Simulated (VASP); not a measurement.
Input of a VASP 6.6.1 run:

Contents of POSCAR:

```
Na
1.0
    3.7670000000      0.0000000000      0.0000000000
   -1.8835000000      3.2623176961      0.0000000000
    0.0000000000      0.0000000000      6.1540000000
Na
2
Direct
    0.6666666667      0.3333333333      0.7500000000
    0.3333333333      0.6666666667      0.2500000000
```

File INCAR.step1:

```
SYSTEM = Na
  PREC = Accurate
  ENCUT = 520
  EDIFF = 1E-5
  ISMEAR = -1
  SIGMA = 0.05
  LREAL = .FALSE.
  LASPH = .TRUE.
  NELM = 100
  ALGO = Normal
  ISIF = 2
  LWAVE = .TRUE.
  LCHARG = .FALSE.
  GGA = PE
  NBANDS = 14
```

File INCAR.step2:

```
SYSTEM = Na
  PREC = Accurate
  ENCUT = 520
  EDIFF = 1E-7
  ISMEAR = -1
  SIGMA = 0.05
  LREAL = .FALSE.
  LASPH = .TRUE.
  NELM = 100
  ALGO = Normal
  ISIF = 2
  LWAVE = .FALSE.
  LCHARG = .FALSE.
  GGA = PE
  LHFCALC = .TRUE.
  HFSCREEN = 0.2079
  PRECFOCK = Normal
  ISTART = 1
  NBANDS = 14
```

KPOINTS

```
regular mesh
0
G
  5 5 3
  0 0 0
```

Potentials or basis: VASP PAW PBE potentials, release 64 (Na_pv).

The run is started by

```sh
$ cat potpaw_PBE.64/Na_pv/POTCAR > POTCAR
$ cp INCAR.step1 INCAR
$ mpirun -np 1 vasp_std > vasp.out
$ cp INCAR.step2 INCAR
$ mpirun -np 1 vasp_std > vasp.out
```

Problem. Predict the band gap on the k mesh.

Solution. Zero (bands 7 and 8 overlap by 2.84 eV).

Problem. Estimate the pressure.

Solution. -0.1 GPa.

Stress tensor (GPa, compression positive):
```
-0.15  0.00  0.00
 0.00 -0.15  0.00
 0.00  0.00 -0.04
```

Caveat: the k points lie up to 0.39 Å⁻¹ apart, too coarse for converged energies and pressures of a metal; the PAW data sets were made with another functional, which shifts forces and pressure a little.
